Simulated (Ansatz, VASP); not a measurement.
**One calculation of Te, two programs**

```
Te
1.0
     3.45775    0.00000    0.00000
    -1.72888    2.99450    0.00000
     0.00000    0.00000    5.60156
Te
2
Direct
  0.33333 0.66667 0.25000
  0.66667 0.33333 0.75000
```

Alike in both runs: task relaxation of cell and atoms; functional PBEsol; k mesh 14 × 14 × 8; occupations fermi-dirac, width 0.08 eV; no spin polarisation.

```csv
,VASP,Ansatz
version,VASP 6.6.1,Ansatz 0.2.0
potentials or method,"VASP PAW PBE potentials, release 64 (Te)","PAW with Ansatz's default frozen-core files, scalar-relativistic"
plane-wave cutoff (eV),600,420
valence electrons in the cell,12,32
```

|  | VASP | Ansatz | Ansatz less VASP |
| --- | --- | --- | --- |
| relaxed volume (Å³/atom) | 29.52 | 29.49 | -0.032 |
| relaxed cell length with the largest relative difference (Å) | 3.941 | 3.939 | -0.0018 |

VASP's potentials were made for PBE, not for PBEsol. VASP's potentials hold 12 valence electrons a cell and Ansatz's 32, so a difference there can come from the potentials and not from the codes.

Spin-orbit coupling is off throughout.
